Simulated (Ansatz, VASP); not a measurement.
## One calculation of Zr, two programs

```xyz
3
Lattice="5.0423 0.0000 0.0000 -2.5211 4.3667 0.0000 0.0000 0.0000 3.1476" Properties=species:S:1:pos:R:3 pbc="T T T"
Zr    5.0423    0.0000    0.0000
Zr    0.0000    2.9112    1.5738
Zr    2.5211    1.4556    1.5738
```

Alike in both runs: functional PBE; k mesh 7 × 7 × 10; occupations fermi-dirac, width 0.05 eV; collinear spin.

Ansatz relaxed the structure, and its values are those at the end. VASP's run is a single point on that final structure, the one shown.

|  | VASP | Ansatz |
| --- | --- | --- |
| version | VASP 6.6.1 | Ansatz 0.2.0 |
| potentials or method | VASP PAW PBE potentials, release 64 (Zr_sv), cutoff 520 eV | plane waves (420 eV) with PAW, scalar-relativistic |
| valence electrons in the cell | 36 | 36 |

|  | VASP | Ansatz | Ansatz less VASP |
| --- | --- | --- | --- |
| pressure (GPa) | 0.0 | 0.0 | -0.01 |
| net moment per atom (μB) | 0.00 | 0.00 | 0.000 |

Ansatz's warnings: seeded moment not kept.
